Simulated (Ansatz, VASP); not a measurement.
**BN: VASP beside Ansatz**

```
B N
1.0
     0.00000    1.80481    1.73262
     1.80481    0.00000    1.73262
     1.80481    1.80481    0.00000
B N
1 1
Cartesian
  0.0000 0.0000 0.0000
  2.7072 2.7072 2.5989
```

Change from the starting cell: strain +0.000 along x and y, -0.040 along z, atoms carried along.

Alike in both runs: task single point; functional r2SCAN; k mesh 12 × 12 × 12; occupations gaussian, width 0.05 eV; no spin polarisation.

```csv
,VASP,Ansatz
version,VASP 6.6.1,Ansatz 0.2.0
potentials or method,"VASP PAW PBE potentials, release 64 (B, N), cutoff 520 eV","scalar-relativistic, plane waves, PAW"
valence electrons in the cell,8,8
```

|  | VASP | Ansatz | Ansatz less VASP |
| --- | --- | --- | --- |
| gap on the k mesh at the Fermi level (eV) | 4.28 | 4.30 | +0.026 |
| least direct gap on the mesh (eV) | 9.31 | 9.35 | +0.043 |
| pressure (GPa) | 18.5 | 17.2 | -1.27 |
| traceless stress, the component that is largest in VASP (GPa) | 17.19 | 17.24 | +0.048 |

VASP's potentials were made for PBE, not for r2SCAN. The functional is the same, so the differences come from potentials, cutoffs and numerics.
